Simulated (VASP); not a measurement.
# Mg: single point with LDA

Crystal: Mg.

```xyz
2
Lattice="-2.1683 1.7836 1.5892 1.7836 -2.1683 1.5892 3.9962 3.9962 -2.2938" Properties=species:S:1:pos:R:3 pbc="T T T"
Mg    1.9924    5.6152   -0.7046
Mg    0.6532    2.9583    0.4423
```

```yaml
Program: VASP 6.6.1
Task: single point
Functional: LDA
Potentials_or_basis: VASP PAW LDA potentials, release 64 (Mg)
Cutoff: 520 eV
k_mesh: 15 × 15 × 7
Occupations: fermi-dirac, width 0.1 eV
Spin: no spin polarisation
```

```json
{"Pressure": "-2.9 GPa", "Band gap on the k mesh": "zero (bands 2 and 3 overlap by 2.08 eV)"}
```

Stress tensor (GPa, compression positive):
```
-2.91  0.14 -0.09
 0.14 -2.91 -0.09
-0.09 -0.09 -2.93
```

Levels at points of the mesh, in eV from the Fermi level:
```csv
k point,band 1,band 2,band 3,band 4,band 5,band 6,band 7
"(0.00, 0.00, 0.00)",-6.83,-1.56,-1.17,10.68,10.69,10.70,10.71
```

Run time: 68 s on 1 thread of Intel(R) Xeon(R) Platinum 8259CL CPU @ 2.50GHz (Skylake/Cascade Lake), on a shared host, peak memory 0.28 GiB.
